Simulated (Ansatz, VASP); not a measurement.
## Two plane-wave programs on Fe

```xyz
1
Lattice="0.0000 1.9417 1.9651 1.4984 0.0000 1.9651 1.4984 1.9417 0.0000" Properties=species:S:1:pos:R:3 pbc="T T T"
Fe    0.0000    0.0000    0.0000
```

Alike in both runs: functional RPBE; k mesh 13 × 13 × 13; occupations fermi-dirac, width 0.05 eV; collinear spin.

```csv
,VASP,Ansatz
version,VASP 6.6.1,Ansatz 0.2.0
potentials or method,"VASP PAW PBE potentials, release 64 (Fe)",Ansatz PAW
plane-wave cutoff (eV),520,420
valence electrons in the cell,8,16
task,single point,band structure
```

|  | VASP | Ansatz | Ansatz less VASP |
| --- | --- | --- | --- |
| gap on the k mesh at the Fermi level (eV) | none | none | - |
| pressure (GPa) | 5.3 | 5.1 | -0.18 |
| traceless stress, the component that is largest in VASP (GPa) | -4.82 | -5.00 | -0.177 |
| net moment per atom (μB) | 2.24 | 2.20 | -0.032 |
| size of the moment on the site where the two differ most (μB) | 2.24 | 2.26 | +0.024 |

VASP's potentials were made for PBE, not for RPBE. Site moments also hang on the region over which each program counts them. A gap of «none» marks a metal or a gap that the smearing closes. With one functional, cell and mesh, what is left measures potentials, basis and numerics. VASP's potentials hold 8 valence electrons a cell and Ansatz's 16, so a difference there can come from the potentials and not from the codes.
